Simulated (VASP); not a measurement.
# CdInS2 (P-3m1) in VASP: further runs, part 3 of 3

VASP 6.6.1. Earlier steps stand in the parts before.

## Step 5: Single point, PBE

This run uses another cell than the first one, of the same volume but with other edges.

The input, INCAR:

```
ALGO = Normal
EDIFF = 1E-6
ENCUT = 520
GGA = PE
ISIF = 2
ISMEAR = 0
LASPH = True
LCHARG = False
LREAL = False
LWAVE = False
NBANDS = 26
NELM = 100
PREC = Accurate
SIGMA = 0.15
```

The input, KPOINTS:

```
k-points
0
Gamma
  12 12 6
```

The input, POSCAR:

```
CdInS2
1.0
    4.0863836495      0.0000000000      0.0000000000
   -2.0431918247      3.5389120501      0.0000000000
    0.0000000000      0.0000000000      6.1115953862
Cd In S
1 1 2
Direct
    0.0000000000      0.0000000000      0.0000000000
    0.0000000000      0.0000000000      0.5000000000
    0.6666666667      0.3333333333      0.7823009908
    0.3333333333      0.6666666667      0.2176990092
```

Potentials or basis: VASP PAW PBE potentials, release 64 (Cd, In_d, S).

Run with:

```sh
> cat potpaw_PBE.64/Cd/POTCAR potpaw_PBE.64/In_d/POTCAR potpaw_PBE.64/S/POTCAR > POTCAR
> mpirun -np 1 vasp_std > vasp.out
```

OUTCAR:

```text
EDIFF = 1E-6
   ENCUT = 520
   GGA = PE
   ISIF = 2
   ISMEAR = 0
   LASPH = True
   LREAL = False
   NELM = 100
   PREC = Accurate

 ion  position               nearest neighbor table
   1  0.000  0.000  0.000-   3 2.71   4 2.71   4 2.71   3 2.71   3 2.71   4 2.71   2 3.06   2 3.06

   2  0.000  0.000  0.500-   3 2.92   4 2.92   4 2.92   3 2.92   3 2.92   4 2.92   1 3.06   1 3.06

   3  0.667  0.333  0.782-   1 2.71   1 2.71   1 2.71   2 2.92   2 2.92   2 2.92
   4  0.333  0.667  0.218-   1 2.71   1 2.71   1 2.71   2 2.92   2 2.92   2 2.92

  LATTYP: Found a hexagonal cell.
 ALAT       =     4.0863836495
 C/A-ratio  =     1.4956000000

  Lattice vectors:

 A1 = (   4.0863836495,   0.0000000000,   0.0000000000)
 A2 = (  -2.0431918247,   3.5389120501,   0.0000000000)
 A3 = (   0.0000000000,   0.0000000000,   6.1115953862)

Analysis of symmetry for initial positions (statically):
=====================================================================
 Subroutine PRICEL returns:
 Original cell was already a primitive cell.

 Routine SETGRP: Setting up the symmetry group for a
 hexagonal supercell.

 Subroutine GETGRP returns: Found 12 space group operations
 (whereof 12 operations were pure point group operations)
 out of a pool of 24 trial point group operations.

The static configuration has the point symmetry D_3d.

Analysis of symmetry for dynamics (positions and initial velocities):
=====================================================================
 Subroutine PRICEL returns:
 Original cell was already a primitive cell.

 Routine SETGRP: Setting up the symmetry group for a
 hexagonal supercell.

 Subroutine GETGRP returns: Found 12 space group operations
 (whereof 12 operations were pure point group operations)
 out of a pool of 24 trial point group operations.
[... 120 lines left out ...]
   ISMEAR =     0;   SIGMA  =   0.15  broadening in eV -4-tet -1-fermi 0-gaus
   EFERMI_NEDOS =   21; number of points for ismear=-14 and -15
   IALGO  =     38    algorithm
   IMIX   =      4    mixing-type and parameters
     AMIX     =   0.40;   BMIX     =  1.00
     AMIX_MAG =   1.60;   BMIX_MAG =  1.00
  volume/ion in A,a.u.               =      22.10       149.11
  Fermi-wavevector in a.u.,A,eV,Ry     =   1.224675  2.314300 20.406415  1.499829
  Thomas-Fermi vector in A             =   2.359741
   LORBIT       =      0    0 simple, 1 ext, 2 COOP (PROOUT), +10 PAW based schemes
   GGA     = PE    functional components
   LHFCALC =     F    Hartree Fock is set to
   AEXX    =    0.0000 exact exchange contribution
   IVDW    =     0    specifies the selected vdW correction
   LEPSILON=     F    determine dielectric tensor
   LRPA    =     F    only Hartree local field effects (RPA)
 non-spin polarized calculation
 Gauss-broadening in eV      SIGMA  =   0.15
  energy-cutoff  :      520.00
  volume of cell :       88.38
 maximum number of plane-waves:      2410
   NGX = 15   NGY = 15   NGZ = 23

 number of electron      37.0000001 magnetization

 Free energy of the ion-electron system (eV)
  ---------------------------------------------------
  ext. energy  EPLUGINS =         0.00000000
  ---------------------------------------------------
  free energy    TOTEN  =       -12.65029824 eV

  energy without entropy =      -12.63216792  energy(sigma->0) =      -12.64123308

 E-fermi :   5.1129     XC(G=0): -10.0301

 val. band max:        5.0428227206   @ k =  -0.0833   0.5000   0.1667
 cond. band min:       5.1227548179   @ k =   0.4167   0.1667   0.5000
 fundamental gap:      0.0799320973
 Fermi energy:         5.1128883385

 k-point     1 :       0.0000    0.0000    0.0000
  band No.  band energies     occupation
      1      -9.5512      2.00000
      2      -9.4616      2.00000
      3      -9.4616      2.00000
      4      -9.4234      2.00000
      5      -9.4234      2.00000
      6      -8.7147      2.00000
[... 685 lines left out ...]
     25      11.2104      0.00000
     26      11.5548      0.00000

 [... further k-points ...]

------------------------ aborting loop because EDIFF is reached ----------------------------------------

  FORCE on cell =-STRESS in cart. coord.  units (eV):
  Direction    XX          YY          ZZ          XY          YZ          ZX
  --------------------------------------------------------------------------------------
  -------------------------------------------------------------------------------------
  Total       -0.3773550     -0.3773550      5.1765422     -0.0000000     -0.0000000      0.0000000
  in kB       -6.8406474     -6.8406474     93.8397486     -0.0000000     -0.0000000      0.0000000
  external PRESSURE =      26.7194846 kB  Pullay stress =       0.0000000 kB

 VOLUME and BASIS-vectors are now :
 -----------------------------------------------------------------------------
  energy-cutoff  :      520.00
  volume of cell :       88.38
      direct lattice vectors                 reciprocal lattice vectors
     4.086383650  0.000000000  0.000000000     0.244715153  0.141286359  0.000000000
    -2.043191825  3.538912050  0.000000000     0.000000000  0.282572719  0.000000000
     0.000000000  0.000000000  6.111595386     0.000000000  0.000000000  0.163623397

 POSITION                                       TOTAL-FORCE (eV/Angst)
 -----------------------------------------------------------------------------------
      0.00000      0.00000      0.00000         0.000000      0.000000      0.000000
      0.00000      0.00000      3.05580         0.000000      0.000000      0.000000
      2.04319      1.17964      4.78111        -0.000000      0.000000     -0.670749
     -0.00000      2.35927      1.33049         0.000000      0.000000      0.670749
 -----------------------------------------------------------------------------------
    total drift:                                0.000000     -0.000000      0.000000

  FREE ENERGIE OF THE ION-ELECTRON SYSTEM (eV)
  ---------------------------------------------------
  free  energy   TOTEN  =       -12.6502982448 eV

  energy  without entropy=      -12.6321679179  energy(sigma->0) =      -12.64123308
```

OSZICAR:

```text
N       E                     dE             d eps       ncg     rms          rms(c)
DAV:   1     0.318758979069E+03    0.31876E+03   -0.17609E+04  5210   0.154E+03
DAV:   2     0.175124359880E+02   -0.30125E+03   -0.28981E+03  5316   0.394E+02
DAV:   3    -0.124409011740E+02   -0.29953E+02   -0.29405E+02  6628   0.123E+02
DAV:   4    -0.134767037469E+02   -0.10358E+01   -0.10301E+01  5976   0.224E+01
DAV:   5    -0.135089184049E+02   -0.32215E-01   -0.32197E-01  7536   0.423E+00    0.104E+01
DAV:   6    -0.126586831232E+02    0.85024E+00   -0.17036E+00  7938   0.198E+01    0.833E+00
DAV:   7    -0.126527762121E+02    0.59069E-02   -0.55157E-01  5868   0.412E+00    0.347E+00
DAV:   8    -0.126508224310E+02    0.19538E-02   -0.56773E-02  6216   0.248E+00    0.518E-01
DAV:   9    -0.126502423566E+02    0.58007E-03   -0.95841E-03  6326   0.120E+00    0.189E-01
DAV:  10    -0.126502446453E+02   -0.22887E-05   -0.86075E-04  6088   0.259E-01    0.116E-01
DAV:  11    -0.126502879331E+02   -0.43288E-04   -0.29704E-04  6538   0.144E-01    0.460E-02
DAV:  12    -0.126502975191E+02   -0.95860E-05   -0.42538E-05  6184   0.474E-02    0.242E-02
DAV:  13    -0.126502982448E+02   -0.72570E-06   -0.13242E-06  4844   0.844E-03
   1 F= -.12650298E+02 E0= -.12641233E+02  d E =-.181303E-01
```

stdout:

```text
POSCAR found type information on POSCAR CdInS
 POSCAR found :  3 types and       4 ions
 scaLAPACK will be used
 LDA part: xc-table for (Slater+PW92), standard interpolation
 POSCAR, INCAR and KPOINTS ok, starting setup
 FFT: planning ... GRIDC
 FFT: planning ... GRID_SOFT
 FFT: planning ... GRID
 WAVECAR not read
 entering main loop
```

It took 84 s on 1 thread of Intel Xeon 6975P-C (Granite Rapids), shared host; peak memory 0.36 GiB.

Results:

```
Free energy            : -12.6503 eV
Pressure               : 2.7 GPa
Largest force          : 0.671 eV/Å
Band gap on the k mesh : zero (an odd number of electrons rules out a gap without spin polarisation)
```

Forces in eV/Å, atoms in the order of the input:
```
Cd   0.000  0.000  0.000
In   0.000  0.000  0.000
S    0.000  0.000 -0.671
S    0.000  0.000  0.671
```

Caveat: the stress differs along the axes, from -1 to 9 GPa; spin-orbit coupling is left out, which moves the levels of the heavy elements; an odd number of electrons without spin polarisation forces a metal; a magnetic or distorted state may lie lower.

## Step 6: The runs side by side

| cell | gap on the mesh (eV) | pressure (GPa) | largest force (eV/Å) |
| --- | --- | --- | --- |
| a = 4.170, b = 4.170, c = 5.870 Å, angles 90.0, 90.0, 120.0°, 4 atoms, atomic positions A | none | 2.7 | 0.46 |
| a = 3.643, b = 3.643, c = 7.691 Å, angles 90.0, 90.0, 120.0°, 4 atoms, atomic positions B | none | -0.3 | 0.40 |
| a = 3.808, b = 3.808, c = 7.036 Å, angles 90.0, 90.0, 120.0°, 4 atoms, atomic positions C | none | 1.2 | 0.90 |
| a = 4.086, b = 4.086, c = 6.112 Å, angles 90.0, 90.0, 120.0°, 4 atoms, atomic positions C | none | 2.7 | 0.67 |

Alike in all rows: task single point; level PBE; potentials or basis VASP PAW PBE potentials, release 64 (Cd, In_d, S); no spin polarisation; k mesh 12 × 12 × 6; cutoff (eV) 520; smearing gaussian 0.15 eV.

Caveats: spin-orbit coupling is left out, which moves the levels of the heavy elements; an odd number of electrons without spin polarisation forces a metal; a magnetic or distorted state may lie lower; the stress differs along the axes, from -2 to 12 GPa (at least some runs); the stress differs along the axes, from -12 to 5 GPa (at least some runs); the stress differs along the axes, from -2 to 3 GPa (at least some runs); the stress differs along the axes, from -1 to 9 GPa (at least some runs).

Absolute energies hang on the potentials; compare differences alone.

The gap in the log of VASP goes by the Fermi energy; the results here count the filled bands.